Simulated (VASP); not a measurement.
Write the native input for VASP 6.6.1 that does the following.

```
Task                   : single point
Functional             : r2SCAN
Potentials or basis    : VASP PAW PBE potentials, release 64 (Ta_pv, C)
Cutoff                 : 520 eV
k mesh                 : 18 × 18 × 10
Occupations            : gaussian, width 0.1 eV
Spin                   : no spin polarisation
Dipole correction      : no
Further INCAR settings : ALGO = Normal; EDIFF = 1e-06; NBANDS = 20
```

Crystal: Ta2C.

```xyz
3
Lattice="3.0169 0.0000 0.0000 -1.5084 2.6127 0.0000 0.0000 0.0000 4.7940" Properties=species:S:1:pos:R:3 pbc="T T T"
Ta    0.0000    1.7418    1.2360
Ta    1.5084    0.8709    3.5580
C     0.0000    0.0000    0.0000
```

This cell differs from its parent crystal: equal strain along all axes, cell held: -3.0 %, then relaxed in part.

The input as run:

POSCAR

```
Ta2C
1.0
    3.0168595223      0.0000000000      0.0000000000
   -1.5084297611      2.6126769859      0.0000000000
    0.0000000000      0.0000000000      4.7940299788
Ta C
2 1
Direct
    0.3333333333      0.6666666667      0.2578186377
    0.6666666667      0.3333333333      0.7421813623
    0.0000000000      0.0000000000      0.0000000000
```

INCAR.step1

```
  ALGO = Normal
  EDIFF = 1E-4
  ENCUT = 520
  GGA = PE
  ISMEAR = 0
  LASPH = True
  LCHARG = False
  LREAL = False
  LWAVE = True
  NBANDS = 20
  NELM = 60
  PREC = Accurate
  SIGMA = 0.1
```

INCAR.step2

```
  ALGO = Normal
  EDIFF = 1E-6
  ENCUT = 520
  ISIF = 2
  ISMEAR = 0
  ISTART = 1
  LASPH = True
  LCHARG = False
  LMIXTAU = True
  LREAL = False
  LWAVE = False
  METAGGA = R2SCAN
  NBANDS = 20
  NELM = 60
  PREC = Accurate
  SIGMA = 0.1
```

KPOINTS

```
k-points
0
Gamma
  18 18 10
```

Potentials or basis: VASP PAW PBE potentials, release 64 (Ta_pv, C).

Command:

```bash
$ cat potpaw_PBE.64/Ta_pv/POTCAR potpaw_PBE.64/C/POTCAR > POTCAR
$ cp INCAR.step1 INCAR
$ mpirun -np 1 vasp_std > vasp.out
$ cp INCAR.step2 INCAR
$ mpirun -np 1 vasp_std > vasp.out
```

Results of the run:

```yaml
Pressure: 31.4 GPa
Largest_force: 0.064 eV/Å
Band_gap_on_the_k_mesh: zero (band 13 reaches 7.89 eV, above the bottom of band 14 at 6.97 eV)
```

Caveat: the cell differs from its parent crystal (equal strain along all axes, cell held: -3.0 %, then relaxed in part); the PAW data sets were made with another functional, which shifts forces and pressure a little; spin-orbit coupling is left out, which moves the levels of the heavy elements.

It took 4.1 min on 1 thread of Intel(R) Xeon(R) 6975P-C (Granite Rapids) (shared host), peak memory 0.34 GiB.
